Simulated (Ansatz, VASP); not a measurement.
# Two plane-wave programs on Hf2Bi2O

```xyz
5
Lattice="3.4782 0.0000 0.0000 -1.7391 3.0122 0.0000 0.0000 0.0000 10.8368" Properties=species:S:1:pos:R:3 pbc="T T T"
Hf    0.0000    2.0081    9.7011
Hf    1.7391    1.0041    1.1356
Bi    0.0000    2.0081    3.5155
Bi    1.7391    1.0041    7.3212
O     0.0000    0.0000    0.0000
```

Change from the starting cell: species swapped into the YAl2Si2 type (P-3m1, No. 164).

Alike in both runs: functional PBE; k mesh 12 × 12 × 4; occupations gaussian, width 0.1 eV; no spin polarisation.

Ansatz relaxed the structure, and its values are those at the end. VASP's run is a single point on that final structure, the one shown.

|  | VASP | Ansatz |
| --- | --- | --- |
| version | VASP 6.6.1 | Ansatz 0.2.0 |
| potentials or method | VASP PAW PBE potentials, release 64 (Hf_pv, Bi_d, O), cutoff 520 eV | scalar-relativistic, plane waves, PAW |
| valence electrons in the cell | 56 | 88 |

```csv
,VASP,Ansatz,Ansatz less VASP
gap on the k mesh at the Fermi level (eV),none,none,-
pressure (GPa),-0.7,0.0,+0.69
rms of the force components (eV/Å),0.042,0.001,-0.0404
```

A gap of «none» marks a metal or a gap that the smearing closes. With one functional, cell and mesh, what is left measures potentials, basis and numerics. VASP's potentials hold 56 valence electrons a cell and Ansatz's 88, so a difference there can come from the potentials and not from the codes.

Neither program's run includes spin-orbit coupling.
